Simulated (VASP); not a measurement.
Wanted: the native input for a VASP 6.6.1 run.

```
Task                   : single point
Functional             : PBE
Potentials or basis    : VASP PAW PBE potentials, release 64 (Si, Ge_d)
Cutoff                 : 520 eV
k mesh                 : 8 × 8 × 8
Occupations            : gaussian, width 0.1 eV
Spin                   : no spin polarisation
Dipole correction      : no
Further INCAR settings : ALGO = Normal; EDIFF = 1e-06; NBANDS = 41
```

The structure of SiGe2 lies in POSCAR:

```
SiGe2
1.0
    0.0000000000      3.8697114646      3.8697114646
    3.8697114646      0.0000000000      3.8697114646
    3.8697114646      3.8697114646      0.0000000000
Si Ge
2 4
Direct
    0.5000000000      0.5000000000      0.5000000000
    0.7500000000      0.7500000000      0.7500000000
    0.1250000000      0.6250000000      0.1250000000
    0.1250000000      0.1250000000      0.6250000000
    0.6250000000      0.1250000000      0.1250000000
    0.1250000000      0.1250000000      0.1250000000
```

The cell was built from a structure type or drawn by symmetry, and may not be a known phase.

These files were run (other wordings do the same):

INCAR

```
PREC = Accurate ; ENCUT = 520
EDIFF = 1E-6 ; ISMEAR = 0
SIGMA = 0.1 ; LREAL = F
LASPH = T ; NELM = 80
ALGO = Normal ; ISIF = 2
LWAVE = F ; LCHARG = F
GGA = PE ; NBANDS = 41
```

KPOINTS

```
regular mesh
0
Gamma
  8 8 8
```

Potentials or basis: VASP PAW PBE potentials, release 64 (Si, Ge_d).

Launch:

```sh
$ cat potpaw_PBE.64/Si/POTCAR potpaw_PBE.64/Ge_d/POTCAR > POTCAR
$ mpirun -np 1 vasp_std > vasp.out
```

It gave:

| Quantity | Value |
| --- | --- |
| Pressure | 0.0 GPa |
| Band gap on the k mesh | zero (bands 32 and 33 overlap by 1.85 eV) |

Wall time 2.1 min on 1 thread of Intel(R) Xeon(R) Platinum 8259CL CPU @ 2.50GHz (Skylake/Cascade Lake), with other jobs on the host, peak memory 0.3 GiB.
